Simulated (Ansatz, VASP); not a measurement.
## One calculation of CuO, two programs

File POSCAR:

```
CuO
1.0
    2.3463500000     -1.7141500000      0.0000000000
    2.3463500000      1.7141500000      0.0000000000
   -0.8519200000      0.0000000000      5.0658700000
Cu O
2 2
Direct
    0.0033000000      0.4967000000      0.0000000000
    0.4967000000      0.0033000000      0.5000000000
    0.5719000000      0.4073000000      0.2602000000
    0.4073000000      0.5719000000      0.7602000000
```

File INCAR.step1:

```
PREC     = Accurate       # precision mode
ENCUT    = 520            # plane-wave cutoff, eV
ISMEAR   = -1             # smearing method
SIGMA    = 0.05           # smearing width, eV
LREAL    = F              # projectors in reciprocal space
LASPH    = T              # aspherical terms in the spheres
NELM     = 150            # most SCF steps
ISPIN    = 2              # spin polarisation
MAGMOM   = 1 -1 0 0       # initial moments
LMAXMIX  = 4              # l up to which the mixer works
NBANDS   = 29             # bands
GGA      = PE             # functional
ALGO     = Normal         # electronic algorithm
EDIFF    = 1E-4           # SCF threshold, eV
LWAVE    = T              # write WAVECAR
LCHARG   = F              # write CHGCAR
LUSENCCL = F
```

INCAR.step2

```
PREC     = Accurate       # precision mode
ENCUT    = 520            # plane-wave cutoff, eV
EDIFF    = 1E-6           # SCF threshold, eV
ISMEAR   = -1             # smearing method
SIGMA    = 0.05           # smearing width, eV
LREAL    = F              # projectors in reciprocal space
LASPH    = T              # aspherical terms in the spheres
NELM     = 150            # most SCF steps
ALGO     = Normal         # electronic algorithm
ISIF     = 2              # what is computed and relaxed
LWAVE    = F              # write WAVECAR
LCHARG   = F              # write CHGCAR
ISPIN    = 2              # spin polarisation
MAGMOM   = 1 -1 0 0       # initial moments
LORBIT   = 11             # projections on sites
LMAXMIX  = 4              # l up to which the mixer works
METAGGA  = R2SCAN         # meta-GGA
LMIXTAU  = T            
NBANDS   = 29             # bands
ISTART   = 1            
LUSENCCL = F
```

KPOINTS

```
Automatic mesh
0
Gamma
  7 7 4
```

Input for Ansatz:

```yaml
crystal:
  lattice:
    - [2.34635, -1.71415, 0.0]
    - [2.34635, 1.71415, 0.0]
    - [-0.85192, 0.0, 5.06587]
  atoms:
    - { symbol: Cu, position: [0.0033, 0.4967, 0.0], spin: 1.0 }
    - { symbol: Cu, position: [0.4967, 0.0033, 0.5], spin: -1.0 }
    - { symbol: O, position: [0.5719, 0.4073, 0.2602] }
    - { symbol: O, position: [0.4073, 0.5719, 0.7602] }
magnetization:
  spin_polarized: true
hamiltonian:
  xc: r2scan
  pseudopotentials: { kind: paw }
basis:
  ecutwfc: 500
kpoints:
  mp_grid: { grid: [7, 7, 4] }
scf:
  occupations: { method: fermi_dirac, width: 0.05 }
output:
  forces: true
  stress: true
  write_density: true
  write_potential: true
  elf: true
  volumetric_format: npy
```

Alike in both runs: task single point; functional r2SCAN; k mesh 7 × 7 × 4; occupations fermi-dirac, width 0.05 eV; collinear spin.

```csv
,VASP,Ansatz
version,VASP 6.6.1,Ansatz 0.2.0
potentials or method,"VASP PAW PBE potentials, release 64 (Cu, O), cutoff 520 eV","PAW, plane waves, scalar-relativistic"
valence electrons in the cell,34,50
```

|  | VASP | Ansatz | Ansatz less VASP |
| --- | --- | --- | --- |
| pressure (GPa) | -0.3 | -0.7 | -0.42 |
| traceless stress, the component that is largest in VASP (GPa) | -1.97 | -1.42 | +0.547 |
| rms of the force components (eV/Å) | 0.566 | 0.586 | +0.0205 |
| net moment per atom (μB) | 0.00 | 0.00 | 0.000 |
| size of the moment on the site where the two differ most (μB) | 0.00 | 0.54 | +0.545 |

VASP's potentials were made for PBE, not for r2SCAN. Site moments also hang on the region over which each program counts them. Atom by atom the forces differ by 0.059 eV/Å (rms over components). VASP's potentials hold 34 valence electrons a cell and Ansatz's 50, so a difference there can come from the potentials and not from the codes. Ansatz's warnings: stability check not made.
